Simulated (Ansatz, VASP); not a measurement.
One calculation of Ta, two programs

```xyz
1
Lattice="-1.5192 1.5192 1.5192 1.5192 -1.5192 1.5192 1.5192 1.5192 -1.5192" Properties=species:S:1:pos:R:3 pbc="T T T"
Ta    0.0000    0.0000    0.0000
```

Change from the starting cell: strain -0.080 along x and y, -0.080 along z, atoms carried along.

Alike in both runs: task single point; functional PBE; k mesh 20 × 20 × 20; occupations gaussian, width 0.15 eV; no spin polarisation.

|  | VASP | Ansatz |
| --- | --- | --- |
| version | VASP 6.6.1 | Ansatz 0.2.0 |
| potentials or method | VASP PAW PBE potentials, release 64 (Ta_pv), cutoff 520 eV | scalar-relativistic, plane waves, PAW |
| valence electrons in the cell | 11 | 13 |

Ansatz gave:

- gap on the k mesh at the Fermi level (eV): none
- pressure (GPa): 84.1

Problem. Estimate VASP's values.

Solution. gap on the k mesh at the Fermi level (eV): none; pressure (GPa): 85.1.

A gap of «none» marks a metal or a gap that the smearing closes. Both programs put the cell under a high pressure, so it lies far from rest at this level. VASP's potentials hold 11 valence electrons a cell and Ansatz's 13, so a difference there can come from the potentials and not from the codes.

Neither program's run includes spin-orbit coupling. Noted on VASP's run: the cell as given lies far from equilibrium.
